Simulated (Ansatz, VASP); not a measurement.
One calculation of GaAs, two programs

```
Ga As
1.0
     0.00000    2.83278    2.83278
     2.83278    0.00000    2.83278
     2.83278    2.83278    0.00000
Ga As
1 1
Direct
  0.00000 0.00000 0.00000
  0.75000 0.75000 0.75000
```

Alike in both runs: functional r2SCAN; k mesh 8 × 8 × 8; occupations gaussian, width 0.02 eV; no spin polarisation.

Ansatz relaxed the structure, and its values are those at the end. VASP's run is a single point on that final structure, the one shown.

|  | VASP | Ansatz |
| --- | --- | --- |
| version | VASP 6.6.1 | Ansatz 0.2.0 |
| potentials or method | VASP PAW PBE potentials, release 64 (Ga_d, As), cutoff 550 eV | scalar-relativistic, plane waves, PAW |
| valence electrons in the cell | 18 | 28 |

VASP gave:

- gap on the k mesh at the Fermi level (eV): 0.95
- least direct gap on the mesh (eV): 0.95
- pressure (GPa): 0.1

What did Ansatz give for the same quantities?

gap on the k mesh at the Fermi level (eV): 0.97; least direct gap on the mesh (eV): 0.97; pressure (GPa): 0.0.

VASP's potentials were made for PBE, not for r2SCAN. VASP's potentials hold 18 valence electrons a cell and Ansatz's 28, so a difference there can come from the potentials and not from the codes.
